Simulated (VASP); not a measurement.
Wanted: the native input for a VASP 6.6.1 run.

- Task: relaxation of cell and atoms
- Functional: PBE
- Potentials or basis: VASP PAW PBE potentials, release 64 (Te)
- Cutoff: 600 eV
- k mesh: 10 × 10 × 10
- Occupations: gaussian, width 0.1 eV
- Spin: no spin polarisation
- Dipole correction: no
- Further INCAR settings: ALGO = Normal; EDIFF = 1e-06; IBRION = 2; EDIFFG = -0.01; NSW = 100; ISIF = 3

The structure of Te lies in POSCAR:

```
Te
1.0
    0.0000000000      3.5984420079      3.5984420079
    3.5984420079      0.0000000000      3.5984420079
    3.5984420079      3.5984420079      0.0000000000
Te
2
Direct
    0.0000000000      0.0000000000      0.0000000000
    0.2500000000      0.2500000000      0.2500000000
```

The input as run:

INCAR

```
PREC = Accurate ; ENCUT = 600
EDIFF = 1E-6 ; ISMEAR = 0
SIGMA = 0.1 ; LREAL = False
LASPH = True ; NELM = 100
ALGO = Normal ; ISIF = 3
LWAVE = False ; LCHARG = False
GGA = PE ; IBRION = 2
NSW = 100 ; EDIFFG = -0.01
```

KPOINTS

```
regular mesh
0
Gamma
  10 10 10
```

Potentials or basis: VASP PAW PBE potentials, release 64 (Te).

Command:

```bash
$ cat potpaw_PBE.64/Te/POTCAR > POTCAR
$ mpirun -np 1 vasp_std > vasp.out
```

Results of the run:

```
Relaxed volume                         : 46.27 Å³/atom
Relaxed cell                           : a = 5.077 Å, b = 5.077 Å, c = 5.077 Å, α = 60.00°, β = 60.00°, γ = 60.00°
Space group after relaxing (to 0.05 Å) : Fd-3m (No. 227)
Energy gained by relaxing              : 0.2 meV/atom
Ionic steps                            : 2
Pressure after relaxing                : 0.0 GPa
Band gap on the k mesh                 : zero (band 6 reaches 3.51 eV, above the bottom of band 7 at 2.59 eV)
```

Caveat: spin-orbit coupling is left out, which moves the levels of the heavy elements.

Wall time 29 s on 1 thread of Intel(R) Xeon(R) 6975P-C (Granite Rapids) (shared host), peak memory 0.28 GiB.
